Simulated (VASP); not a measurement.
Li3Rh, 4 atoms in the cell. It takes space group Fm-3m (No. 225, cubic). The conventional cell has a = 5.963 Å, b = 5.963 Å, c = 5.963 Å, α = 90.00°, β = 90.00°, γ = 90.00°. Within 3.4 Å of Li (site symmetry -43m) lie 10 Li at 2.58 to 2.98 Å and 4 Rh at 2.58 Å. Within 3.4 Å of Li (site symmetry m-3m) lie 8 Li at 2.58 Å and 6 Rh at 2.98 Å. Within 3.4 Å of Rh (site symmetry m-3m) lie 14 Li at 2.58 to 2.98 Å. 

- Program: VASP 6.6.1
- Task: vibrations by perturbation theory
- Functional: PBEsol
- Potentials or basis: VASP PAW PBE potentials, release 64 (Li_sv, Rh_pv)
- Cutoff: 520 eV
- k mesh: 8 × 8 × 8
- Occupations: fermi-dirac, width 0.1 eV
- Spin: no spin polarisation
- Dipole correction: no
- Further INCAR settings: ALGO = Normal; EDIFF = 1e-08; NBANDS = 20; IBRION = 8; NSW = 1

Potentials or basis: VASP PAW PBE potentials, release 64 (Li_sv, Rh_pv).

Run with:

```bash
$ cat potpaw_PBE.64/Li_sv/POTCAR potpaw_PBE.64/Rh_pv/POTCAR > POTCAR
$ mpirun -np 1 vasp_std > vasp.out
```

Hardware: 1 thread of AMD EPYC 7R13 Processor (Zen 3), with other jobs on the host.

How long does it take, and how much memory?

Wall time 8.6 min on 1 thread of AMD EPYC 7R13 Processor (Zen 3), on a shared host, peak memory 0.31 GiB. Counts: scf iterations 87, k points 29.
